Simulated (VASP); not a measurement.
Input of a VASP 6.6.1 run:

Contents of INCAR:

```
SYSTEM = HfN
  ALGO = Normal
  EDIFF = 1E-7
  ENCUT = 520
  GGA = PE
  ISIF = 2
  ISMEAR = -1
  LASPH = .True.
  LCHARG = .False.
  LREAL = .False.
  LWAVE = .False.
  NBANDS = 14
  NELM = 100
  PREC = Accurate
  SIGMA = 0.08
```

KPOINTS

```
k-points
0
Gamma
  14 14 14
  0 0 0
```

Contents of POSCAR:

```
HfN
1.0
    0.0000000000      2.1291313022      2.1291313022
    2.1291313022      0.0000000000      2.1291313022
    2.1291313022      2.1291313022      0.0000000000
Hf N
1 1
Direct
    0.0000000000      0.0000000000      0.0000000000
    0.2500000000      0.2500000000      0.2500000000
```

Potentials or basis: VASP PAW PBE potentials, release 64 (Hf_pv, N).

The run is started by

```sh
$ cat potpaw_PBE.64/Hf_pv/POTCAR potpaw_PBE.64/N/POTCAR > POTCAR
$ mpirun -np 1 vasp_std > vasp.out
```

**Question.** Predict the pressure.

**Answer.** 195.0 GPa.
